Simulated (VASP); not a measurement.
Set up this calculation in VASP 6.6.1, as the native input.

* Task: single point
* Functional: PBEsol
* Potentials or basis: VASP PAW PBE potentials, release 64 (Ag)
* Cutoff: 520 eV
* k mesh: 12 × 12 × 1
* Occupations: gaussian, width 0.1 eV
* Spin: no spin polarisation
* Dipole correction: yes
* Further INCAR settings: ALGO = Fast; EDIFF = 1e-06; NBANDS = 54

The structure of Ag lies in POSCAR:

```
Ag
1.0
    2.8709531701      0.0000000000      0.0000000000
   -1.4354765850      2.4863183784      0.0000000000
    0.0000000000      0.0000000000     31.3416030314
Ag
8
Direct
    0.3333333333      0.6666666667      0.2392985449
    0.0000000000      0.0000000000      0.3137846749
    0.6666666667      0.3333333333      0.3882708050
    0.0000000000      0.0000000000      0.4627569350
    0.3333333333      0.6666666667      0.5372430650
    0.0000000000      0.0000000000      0.6117291950
    0.6666666667      0.3333333333      0.6862153251
    0.0000000000      0.0000000000      0.7607014551
```

The input as run:

INCAR

```
SYSTEM = Ag
PREC = Accurate
ENCUT = 520
EDIFF = 1E-6
ISMEAR = 0
SIGMA = 0.1
LREAL = .False.
LASPH = .True.
NELM = 100
ALGO = Fast
ISIF = 2
LWAVE = .False.
LCHARG = .False.
LDIPOL = .True.
IDIPOL = 3
DIPOL = 0.5 0.5 0.500
GGA = PS
NBANDS = 54
```

KPOINTS

```
regular mesh
0
Gamma
  12 12 1
  0 0 0
```

Potentials or basis: VASP PAW PBE potentials, release 64 (Ag).

Launch:

```sh
$ cat potpaw_PBE.64/Ag/POTCAR > POTCAR
$ mpirun -np 1 vasp_std > vasp.out
```

Results of the run:

The largest force is 0.050 eV/Å. The band gap on the k mesh is zero (bands 44 and 45 overlap by 6.47 eV).

Caveat: the PAW data sets were made with another functional, which shifts forces and pressure a little.

Run time: 9.1 min on 1 thread of Intel(R) Xeon(R) Platinum 8488C (Sapphire Rapids), with other jobs on the host, peak memory 0.44 GiB.
